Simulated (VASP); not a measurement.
A run of VASP 6.6.1:

Contents of INCAR:

```
  ALGO = Normal
  EDIFF = 1E-7
  ENCUT = 520
  GGA = PS
  ISIF = 2
  ISMEAR = -1
  LASPH = True
  LCHARG = False
  LREAL = False
  LWAVE = False
  NBANDS = 8
  NELM = 60
  PREC = Accurate
  SIGMA = 0.05
```

The input KPOINTS:

```
k-points
0
Gamma
  14 14 14
```

Contents of POSCAR:

```
As
1.0
    2.3889031920      0.0000000000      0.0000000000
    0.0000000000      2.3889031920      0.0000000000
    0.0000000000      0.0000000000      2.3889031920
As
1
Direct
    0.0000000000      0.0000000000      0.0000000000
```

Potentials or basis: VASP PAW PBE potentials, release 64 (As).

The run is started by

```console
$ cat potpaw_PBE.64/As/POTCAR > POTCAR
$ mpirun -np 1 vasp_std > vasp.out
```

Hardware: 1 thread of Intel(R) Xeon(R) 6975P-C (Granite Rapids) (shared host).

Problem. How long does it take, and how much memory?

Solution. Wall time 5 s on 1 thread of Intel(R) Xeon(R) 6975P-C (Granite Rapids), on a shared host, peak memory 0.12 GiB. Counts: scf iterations 12, k points 120.
